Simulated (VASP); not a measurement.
A run of VASP 6.6.1 is set up as follows.

Contents of INCAR:

```
SYSTEM = Al14CN16
ALGO = Normal ; EDIFF = 1E-6
ENCUT = 520 ; GGA = PE
GGA_COMPAT = .False. ; ISIF = 2
ISMEAR = 0 ; ISPIN = 2
ISYM = -1 ; LASPH = .True.
LCHARG = .True. ; LELF = .True.
LORBIT = 11 ; LREAL = Auto
LVHAR = .True. ; LWAVE = .False.
MAGMOM = 0.01 0.1 0.19 0.02 0.29 0.33 0.01 0.03 0 0.44 0.01 0.03 0 0.01 0.02 0 0 0 0 0 0 0 0 0 0 0 0 0 0 0 0 ; NBANDS = 88
NELM = 200 ; NUPDOWN = 2.0
PREC = Accurate ; SIGMA = 0.01
```

The input KPOINTS:

```
explicit points
1
Reciprocal
  0.25000000   0.25000000   0.25000000 1
```

Contents of POSCAR:

```
Al14CN16
1.0
    6.2595139128      0.0000000578      0.0000000000
   -3.1297570064      5.4208980350      0.0000000000
    0.0000000000      0.0000000000     10.0348065929
C N Al
1 16 14
Direct
    0.3855707494      0.1141777237      0.2660966526
    0.3677334716      0.1331877984      0.3981675334
    0.1397163593      0.3568532437      0.1813572990
    0.3239614161      0.1750435199      0.9385882457
    0.1612154193      0.3402226469      0.7020453557
    0.3429120532      0.6809412620      0.4421872369
    0.2128642038      0.8851701494      0.1983605655
    0.3306235857      0.6796674761      0.9397519324
    0.1643657991      0.8418523740      0.6869067922
    0.8014300595      0.1467329205      0.4395724306
    0.6131104536      0.2872177064      0.1975201627
    0.8201949831      0.1688918833      0.9396969966
    0.6588303708      0.3362920090      0.6869135187
    0.8335202783      0.6677468439      0.4391367147
    0.6693006728      0.8267040169      0.1894126809
    0.8326369576      0.6668568798      0.9494542883
    0.6665691071      0.8336486490      0.6956836223
    0.3251491871      0.1749135373      0.7475091820
    0.1572493650      0.3421704913      0.9967606696
    0.3390941823      0.6568950518      0.2584530817
    0.1633260963      0.8237070275      0.4982608300
    0.3286707717      0.6720879630      0.7472108051
    0.1748163388      0.8497818839      1.0026221826
    0.8370017858      0.1575712282      0.2553591292
    0.6732867093      0.3392432363      0.4987313318
    0.8282781140      0.1713162423      0.7468616046
    0.6494407285      0.3248575427      1.0020792447
    0.8322246400      0.6680431455      0.2542516330
    0.6629273576      0.8263399286      0.5070573740
    0.8317910347      0.6692338243      0.7538696020
    0.6627543644      0.8359587860      0.9998716068
```

Potentials or basis: VASP PAW PBE potentials, release 64 (C, N, Al).

Run with:

```sh
$ cat potpaw_PBE.64/C/POTCAR potpaw_PBE.64/N/POTCAR potpaw_PBE.64/Al/POTCAR > POTCAR
$ mpirun -np 1 vasp_std > vasp.out
```

(1) What does it give for the pressure?

(2) What does it give for the largest force?

Results:

(1) -2.1 GPa.

(2) 0.077 eV/Å.

Caveat: the total moment is fixed, so each spin has its own Fermi level and the state may be an excited one.
